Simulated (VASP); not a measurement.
Runs of VASP 6.6.1 on BP (rocksalt type). The structure is that of space group Fm-3m (No. 225), or close to it. The cells are those of the table. 

```tsv
task	cell	cutoff (eV)	smearing	gap on the mesh (eV)	pressure (GPa)
single point	a = 2.992 Å, angles 60.0°, 2 atoms	520	fermi-dirac 0.1 eV	none	(b)
single point	a = 2.503 Å, angles 60.0°, 2 atoms	520	fermi-dirac 0.1 eV	none	272.6
single point	a = 3.055 Å, angles 60.0°, 2 atoms	520	fermi-dirac 0.1 eV	none	(a)
single point	a = 2.632 Å, angles 60.0°, 2 atoms	520	fermi-dirac 0.1 eV	none	157.7
single point	a = 2.836 Å, angles 60.0°, 2 atoms	520	fermi-dirac 0.1 eV	none	52.8
relaxation of cell and atoms	relaxed from a = 3.047 Å, angles 60.0°, 2 atoms	600	fermi-dirac 0.1 eV	none	0.1
single point	a = 2.738 Å, angles 60.0°, 2 atoms	520	fermi-dirac 0.1 eV	none	94.3
single point	a = 2.927 Å, angles 60.0°, 2 atoms	520	fermi-dirac 0.1 eV	none	25.2
single point	a = 2.503 Å, angles 60.0°, 2 atoms	520	tetrahedron	none	271.1
```

Alike in all rows: level r2SCAN; potentials or basis VASP PAW PBE potentials, release 64 (B, P); no spin polarisation; k mesh 17 × 17 × 17.

Question: Estimate the missing entries.

Answer: (a) -0.4; (b) 10.6.

Caveats: the PAW data sets were made with another functional, which shifts forces and pressure a little; tetrahedron occupations give inexact forces and stress in metals (some runs).

A gap of «none» marks levels without a gap at the run's occupations.
